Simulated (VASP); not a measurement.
# AgI (I-4m2) in VASP: single point with HSE06

Aim: the single point of AgI with HSE06.

Everything below comes from runs of VASP 6.6.1. Logs are shortened: lines on timing, memory, paths and dates and some standing lists are left out, and cuts for length are marked.

## (1) The cell of the first run

The typed cell holds 2 atoms: a = 4.651 Å, b = 4.651 Å, c = 4.651 Å, α = 120.04°, β = 120.04°, γ = 89.94°.

## (2) Single point, HSE06

Input file POSCAR:

```
AgI
1.0
   -2.3243249503      2.3243249503      3.2907520899
    2.3243249503     -2.3243249503      3.2907520899
    2.3243249503      2.3243249503     -3.2907520899
Ag I
1 1
Direct
    0.2500000000      0.7500000000      0.5000000000
    0.0000000000      0.0000000000      0.0000000000
```

Input file INCAR.step1:

```
SYSTEM = AgI
PREC     = Accurate       ! precision mode
ENCUT    = 400            ! plane-wave cutoff, eV
EDIFF    = 1E-5           ! SCF threshold, eV
ISMEAR   = 1              ! smearing method
SIGMA    = 0.05           ! smearing width, eV
LREAL    = .FALSE.        ! projectors in reciprocal space
LASPH    = .TRUE.         ! aspherical terms in the spheres
NELM     = 120            ! most SCF steps
ALGO     = Normal         ! electronic algorithm
ISIF     = 2              ! what is computed and relaxed
LWAVE    = .TRUE.         ! write WAVECAR
LCHARG   = .FALSE.        ! write CHGCAR
GGA      = PE             ! functional
NBANDS   = 16             ! bands
GGA_COMPAT= .FALSE.
```

Input file INCAR.step2:

```
SYSTEM = AgI
PREC     = Accurate       ! precision mode
ENCUT    = 400            ! plane-wave cutoff, eV
EDIFF    = 1E-6           ! SCF threshold, eV
ISMEAR   = 1              ! smearing method
SIGMA    = 0.05           ! smearing width, eV
LREAL    = .FALSE.        ! projectors in reciprocal space
LASPH    = .TRUE.         ! aspherical terms in the spheres
NELM     = 120            ! most SCF steps
ALGO     = Normal         ! electronic algorithm
ISIF     = 2              ! what is computed and relaxed
LWAVE    = .FALSE.        ! write WAVECAR
LCHARG   = .FALSE.        ! write CHGCAR
GGA      = PE             ! functional
LHFCALC  = .TRUE.         ! exact exchange
HFSCREEN = 0.2079         ! screening, 1/A
PRECFOCK = Normal       
ISTART   = 1            
NBANDS   = 16             ! bands
GGA_COMPAT= .FALSE.
```

Input file KPOINTS:

```
Automatic mesh
0
G
  4 4 4
  0 0 0
```

Potentials or basis: VASP PAW PBE potentials, release 64 (Ag, I).

Run with:

```bash
cat potpaw_PBE.64/Ag/POTCAR potpaw_PBE.64/I/POTCAR > POTCAR
cp INCAR.step1 INCAR
mpirun -np 1 vasp_std > vasp.out
cp INCAR.step2 INCAR
mpirun -np 1 vasp_std > vasp.out
```

OUTCAR:

```text
SYSTEM = AgI
   PREC = Accurate
   ENCUT = 400
   EDIFF = 1E-6
   ISMEAR = 1
   LREAL = .FALSE.
   LASPH = .TRUE.
   NELM = 120
   ISIF = 2
   GGA = PE
   LHFCALC = .TRUE.
   HFSCREEN = 0.2079
   PRECFOCK = Normal
   ISTART = 1

 ion  position               nearest neighbor table
   1  0.250  0.750  0.500-   2 2.85   2 2.85   2 2.85   2 2.85
   2  0.000  0.000  0.000-   1 2.85   1 2.85   1 2.85   1 2.85

  LATTYP: Found a body centered tetragonal cell.
 ALAT       =     4.6486499006
 C/A-ratio  =     1.4157883085

  Lattice vectors:

 A1 = (  -2.3243249503,   2.3243249503,   3.2907520899)
 A2 = (   2.3243249503,  -2.3243249503,   3.2907520899)
 A3 = (   2.3243249503,   2.3243249503,  -3.2907520899)

Analysis of symmetry for initial positions (statically):
=====================================================================
 Subroutine PRICEL returns:
 Original cell was already a primitive cell.

 Routine SETGRP: Setting up the symmetry group for a
 body centered tetragonal supercell.

 Subroutine GETGRP returns: Found  8 space group operations
 (whereof  8 operations were pure point group operations)
 out of a pool of 16 trial point group operations.

The static configuration has the point symmetry D_2d.

Analysis of symmetry for dynamics (positions and initial velocities):
=====================================================================
 Subroutine PRICEL returns:
 Original cell was already a primitive cell.

 Routine SETGRP: Setting up the symmetry group for a
 body centered tetragonal supercell.

 Subroutine GETGRP returns: Found  8 space group operations
 (whereof  8 operations were pure point group operations)
 out of a pool of 16 trial point group operations.

The dynamic configuration has the point symmetry D_2d.

 Subroutine INISYM returns: Found  8 space group operations
 (whereof  8 operations are pure point group operations),
 and found     1 'primitive' translations

----------------------------------------------------------------------------------------

                                     Primitive cell

  volume of cell :      71.1130

  direct lattice vectors                    reciprocal lattice vectors
    -2.324324950  2.324324950  3.290752090     0.000000000  0.215116221  0.151940950
     2.324324950 -2.324324950  3.290752090     0.215116221  0.000000000  0.151940950
     2.324324950  2.324324950 -3.290752090     0.215116221  0.215116221  0.000000000

  length of vectors
     4.651238788  4.651238788  4.651238788     0.263364844  0.263364844  0.304220277

  position of ions in fractional coordinates (direct lattice)
     0.250000000  0.750000000  0.500000000
     0.000000000  0.000000000  0.000000000

  ion indices of the primitive-cell ions
   primitive index   ion index
                 1           1
                 2           2

----------------------------------------------------------------------------------------

 KPOINTS: Automatic mesh

Automatic generation of k-mesh.
 Grid dimensions read from file:
 generate k-points for:    4    4    4

 Generating k-lattice:

  Cartesian coordinates                     Fractional coordinates (reciprocal lattice)
     0.000000000  0.053779055  0.037985238     0.250000000 -0.000000000  0.000000000
     0.053779055  0.000000000  0.037985238    -0.000000000  0.250000000  0.000000000
     0.053779055  0.053779055  0.000000000     0.000000000  0.000000000  0.250000000

  Length of vectors
     0.065841211  0.065841211  0.076055069

  Shift w.r.t. Gamma in fractional coordinates (k-lattice)
     0.000000000  0.000000000  0.000000000

 Subroutine IBZKPT returns following result:
 ===========================================

 Found     13 irreducible k-points:

 Following reciprocal coordinates:
            Coordinates               Weight
  0.000000  0.000000  0.000000      1.000000
  0.250000 -0.000000  0.000000      8.000000
  0.500000 -0.000000  0.000000      4.000000
  0.250000  0.250000  0.000000      8.000000
  0.500000  0.250000  0.000000     16.000000
 -0.250000  0.250000  0.000000      4.000000
  0.500000  0.500000  0.000000      2.000000
  0.250000  0.250000  0.250000      2.000000
 -0.250000  0.250000  0.250000      4.000000
  0.500000  0.500000  0.250000      4.000000
 -0.250000  0.500000  0.250000      8.000000
 -0.250000 -0.250000  0.250000      2.000000
  0.500000  0.500000  0.500000      1.000000
   k-points           NKPTS =     13   k-points in BZ     NKDIM =     64   number of bands    NBANDS=     16
   number of dos      NEDOS =    301   number of ions     NIONS =      2
   total plane-waves  NPLWV =  27000
   dimension x,y,z NGX =    30 NGY =   30 NGZ =   30
   dimension x,y,z NGXF=    60 NGYF=   60 NGZF=   60
   ions per type =               1   1
   NGX,Y,Z   is equivalent  to a cutoff of  10.72, 10.72, 10.72 a.u.
   NGXF,Y,Z  is equivalent  to a cutoff of  21.45, 21.45, 21.45 a.u.
 SYSTEM =  AgI
   PREC   = accura    normal or accurate (medium, high low for compatibility)
   ISTART =      1    job   : 0-new  1-cont  2-samecut
   ICHARG =      0    charge: 1-file 2-atom 10-const
   ISPIN  =      1    spin polarized calculation?
   LNONCOLLINEAR =      F non collinear calculations
   LSORBIT =      F    spin-orbit coupling
   LASPH  =      T    aspherical Exc in radial PAW
   ENCUT  =  400.0 eV  29.40 Ry    5.42 a.u.   7.58  7.58  7.58*2*pi/ulx,y,z
   NELM   =    120;   NELMIN=  2; NELMDL=  0     # of ELM steps
   EDIFF  = 0.1E-05   stopping-criterion for ELM
   LREAL  =      F    real-space projection
   EDIFFG = 0.1E-04   stopping-criterion for IOM
   NSW    =      0    number of steps for IOM
   IBRION =     -1    ionic relax: 0-MD 1-quasi-New 2-CG
   NFREE  =      0    steps in history (QN), initial steepest desc. (CG)
   ISIF   =      2    stress and relaxation
   ISYM   =      3    0-nonsym 1-usesym 2-fastsym
   POTIM  = 0.5000    time-step for ionic-motion
   TEBEG  =    0.0;   TEEND  =   0.0 temperature during run
   PSTRESS=    0.0 pullay stress
   NELECT =      18.0000    total number of electrons
   NUPDOWN=      -1.0000    fix difference up-down
   EMIN   =  10.00;   EMAX   =-10.00  energy-range for DOS
   EFERMI =   0.00;   METHOD = LEGACY
   ISMEAR =     1;   SIGMA  =   0.05  broadening in eV -4-tet -1-fermi 0-gaus
   EFERMI_NEDOS =   21; number of points for ismear=-14 and -15
   IALGO  =     38    algorithm
   IMIX   =      1    mixing-type and parameters
     AMIX     =   0.40;   BMIX     =  1.00
     AMIX_MAG =   1.60;   BMIX_MAG =  1.00
  volume/ion in A,a.u.               =      35.56       239.95
  Fermi-wavevector in a.u.,A,eV,Ry     =   1.035578  1.956958 14.591178  1.072421
  Thomas-Fermi vector in A             =   2.169928
   LORBIT       =      0    0 simple, 1 ext, 2 COOP (PROOUT), +10 PAW based schemes
   GGA     = PE    functional components
   LHFCALC =     T    Hartree Fock is set to
   PRECFOCK=normal    Normal, Fast or Accurate (Low or Medium for compatibility)
   ENCUT4O =  -1.0   cutoff for four orbital integrals eV
   NKREDX  =     1    reduce k-point grid by
   NKREDY  =     1    reduce k-point grid by
   NKREDZ  =     1    reduce k-point grid by
   AEXX    =    0.2500 exact exchange contribution
   HFSCREEN=    0.2079 screening length (either q_TF or 0.3 A-1)
   HFSCREENC=   0.2079 screening length for correlation (either q_TF or 0.3 A-1)
   ENCUTFOCK=  -1.0 apply spherical cutoff to Coloumb kernel
   IVDW    =     0    specifies the selected vdW correction
   LEPSILON=     F    determine dielectric tensor
   LRPA    =     F    only Hartree local field effects (RPA)
 non-spin polarized calculation
 Methfessel and Paxton  Order N= 1 SIGMA  =   0.05
  energy-cutoff  :      400.00
  volume of cell :       71.11
 maximum number of plane-waves:      1308
  NGX = 24; NGY = 24; NGZ = 24

 number of electron      17.9999993 magnetization

 Free energy of the ion-electron system (eV)
  ---------------------------------------------------
  ext. energy  EPLUGINS =         0.00000000
  ---------------------------------------------------
  free energy    TOTEN  =        -5.72294075 eV

  energy without entropy =       -5.72307692  energy(sigma->0) =       -5.72298614

 E-fermi :   2.0150     XC(G=0):  -6.8790

 val. band max:        1.9737420958   @ k =   0.0000   0.0000   0.0000
 cond. band min:       4.4546423785   @ k =   0.0000   0.0000   0.0000
 fundamental gap:      2.4809002827
 Fermi energy:         2.0150470490

 k-point     1 :       0.0000    0.0000    0.0000
  band No.  band energies     occupation
      1     -11.5035      2.00000
      2      -2.6155      2.00000
      3      -2.6151      2.00000
      4      -2.6151      2.00000
      5      -1.6026      2.00000
      6      -1.6016      2.00000
[... 8 lines left out ...]
     15      13.2280      0.00000
     16      13.2413      0.00000

 k-point     2 :       0.2500   -0.0000    0.0000
  band No.  band energies     occupation
      1     -11.3607      2.00000
      2      -2.5290      2.00000
      3      -2.5224      2.00000
      4      -2.5217      2.00000
      5      -1.6053      2.00000
      6      -1.6049      2.00000
[... 8 lines left out ...]
     15      12.4174      0.00000
     16      12.5971      0.00000

 k-point     3 :       0.5000   -0.0000    0.0000
  band No.  band energies     occupation
      1     -11.2098      2.00000
      2      -2.4382      2.00000
      3      -2.4369      2.00000
      4      -2.0012      2.00000
      5      -1.5781      2.00000
      6      -1.5780      2.00000
[... 8 lines left out ...]
     15      14.1263      0.00000
     16      14.1324      0.00000

 k-point     4 :       0.2500    0.2500    0.0000
  band No.  band energies     occupation
      1     -11.2128      2.00000
      2      -2.4302      2.00000
      3      -2.4035      2.00000
      4      -2.2349      2.00000
      5      -1.6272      2.00000
      6      -1.5753      2.00000
[... 8 lines left out ...]
     15      13.6986      0.00000
     16      15.0339      0.00000
[... 115 lines left out ...]
 k-point    11 :      -0.2500    0.5000    0.2500
  band No.  band energies     occupation
      1     -11.1632      2.00000
      2      -2.4994      2.00000
      3      -2.2844      2.00000
      4      -2.0778      2.00000
      5      -1.5638      2.00000
      6      -1.5325      2.00000
[... 8 lines left out ...]
     15      14.2669      0.00000
     16      15.0091      0.00000

 k-point    12 :      -0.2500   -0.2500    0.2500
  band No.  band energies     occupation
      1     -11.3136      2.00000
      2      -2.6521      2.00000
      3      -2.4092      2.00000
      4      -2.4092      2.00000
      5      -1.6539      2.00000
      6      -1.5646      2.00000
[... 8 lines left out ...]
     15      13.5668      0.00000
     16      15.4040      0.00000

 k-point    13 :       0.5000    0.5000    0.5000
  band No.  band energies     occupation
      1     -11.1140      2.00000
      2      -2.6199      2.00000
      3      -2.0978      2.00000
      4      -2.0978      2.00000
      5      -1.5270      2.00000
      6      -1.4782      2.00000
[... 8 lines left out ...]
     15      14.0353      0.00000
     16      15.0770      0.00000

------------------------ aborting loop because EDIFF is reached ----------------------------------------

  FORCE on cell =-STRESS in cart. coord.  units (eV):
  Direction    XX          YY          ZZ          XY          YZ          ZX
  --------------------------------------------------------------------------------------
  -------------------------------------------------------------------------------------
  Total        0.1802819      0.1802819      0.1773810      0.0000000      0.0000000      0.0000000
  in kB        4.0617561      4.0617561      3.9963992      0.0000000      0.0000000      0.0000000
  external PRESSURE =       4.0399704 kB  Pullay stress =       0.0000000 kB

 VOLUME and BASIS-vectors are now :
 -----------------------------------------------------------------------------
  energy-cutoff  :      400.00
  volume of cell :       71.11
      direct lattice vectors                 reciprocal lattice vectors
    -2.324324950  2.324324950  3.290752090     0.000000000  0.215116221  0.151940950
     2.324324950 -2.324324950  3.290752090     0.215116221  0.000000000  0.151940950
     2.324324950  2.324324950 -3.290752090     0.215116221  0.215116221  0.000000000

 POSITION                                       TOTAL-FORCE (eV/Angst)
 -----------------------------------------------------------------------------------
      2.32432     -0.00000      1.64538         0.000000      0.000000     -0.000000
      0.00000      0.00000      0.00000        -0.000000     -0.000000      0.000000
 -----------------------------------------------------------------------------------
    total drift:                               -0.000007      0.000001     -0.000040

  FREE ENERGIE OF THE ION-ELECTRON SYSTEM (eV)
  ---------------------------------------------------
  free  energy   TOTEN  =        -5.7229407490 eV

  energy  without entropy=       -5.7230769151  energy(sigma->0) =       -5.72298614
```

It took 7.8 min on 1 thread of AMD EPYC 7R13 (Zen 3), shared host; peak memory 0.26 GiB.

What came out:

```
Free energy            : -5.7229 eV
Pressure               : 0.4 GPa
Band gap on the k mesh : 2.48 eV
```

Levels at points of the mesh, in eV from the valence-band top:
```tsv
k point	band 7	band 8	band 9	band 10	band 11	band 12
(0.00, 0.00, 0.00)	0.00	0.00	0.00	2.48	6.99	6.99
(0.50, 0.00, 0.00)	-3.44	-0.72	-0.71	3.95	7.43	7.44
(0.50, 0.50, 0.00)	-2.82	-1.79	-1.79	4.69	5.03	9.66
(0.50, 0.50, 0.50)	-2.82	-1.79	-1.79	4.69	5.03	9.65
```

Caveat: the PAW data sets were made with another functional, which shifts forces and pressure a little; spin-orbit coupling is left out, which moves the levels of the heavy elements.
